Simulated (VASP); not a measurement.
VN2, 6 atoms in the cell. The structure is tetragonal, space group I4/mcm (No. 140). Conventional cell: a = 4.301 Å, b = 4.301 Å, c = 4.983 Å, α = 90.00°, β = 90.00°, γ = 90.00°. V (site symmetry 422) has 8 N at 2.13 Å and 2 V at 2.49 Å within 2.8 Å. N (site symmetry m2m) has 1 N at 1.40 Å within 1.9 Å. 

```yaml
Program: VASP 6.6.1
Task: single point
Functional: PBEsol
Potentials_or_basis: VASP PAW PBE potentials, release 64 (V_sv, N)
Cutoff: 520 eV
k_mesh: 12 × 12 × 12
Occupations: tetrahedron
Spin: no spin polarisation
Dipole_correction: no
Further_INCAR_settings: ALGO = Normal; EDIFF = 1e-07; NBANDS = 32
```

Potentials or basis: VASP PAW PBE potentials, release 64 (V_sv, N).

Command:

```sh
$ cat potpaw_PBE.64/V_sv/POTCAR potpaw_PBE.64/N/POTCAR > POTCAR
$ mpirun -np 1 vasp_std > vasp.out
```

Hardware: 1 thread of Intel Xeon 8259CL (shared host).

Q: Estimate the wall time of this run.

A: Wall time 9.2 min on 1 thread of Intel Xeon 8259CL, with other jobs on the host, peak memory 0.29 GiB. Counts: scf iterations 19, k points 163.
